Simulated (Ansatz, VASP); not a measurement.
## Two plane-wave programs on HgTe

```
Hg Te
1.0
    -3.13144    3.13144    1.47509
     3.13144   -3.13144    1.47509
     3.13144    3.13144   -1.47509
Hg Te
1 1
Cartesian
  3.1314 0.0000 0.7375
  0.0000 0.0000 0.0000
```

Alike in both runs: task single point; functional LDA; k mesh 18 × 18 × 18; occupations gaussian, width 0.15 eV; no spin polarisation.

|  | VASP | Ansatz |
| --- | --- | --- |
| version | VASP 6.6.1 | Ansatz 0.2.0 |
| potentials or method | VASP PAW LDA potentials, release 64 (Hg, Te), cutoff 520 eV | scalar-relativistic, plane waves, PAW |
| valence electrons in the cell | 18 | 36 |

```csv
,VASP,Ansatz,Ansatz less VASP
gap on the k mesh at the Fermi level (eV),none,none,-
pressure (GPa),-3.5,-3.7,-0.22
"traceless stress, the component that is largest in VASP (GPa)",4.36,4.19,-0.167
```

LDA's correlation is that of Perdew and Zunger in VASP and of Perdew and Wang (1992) in Ansatz. A gap of «none» marks a metal or a gap that the smearing closes. VASP's potentials hold 18 valence electrons a cell and Ansatz's 36, so a difference there can come from the potentials and not from the codes.

Spin-orbit coupling is off throughout.
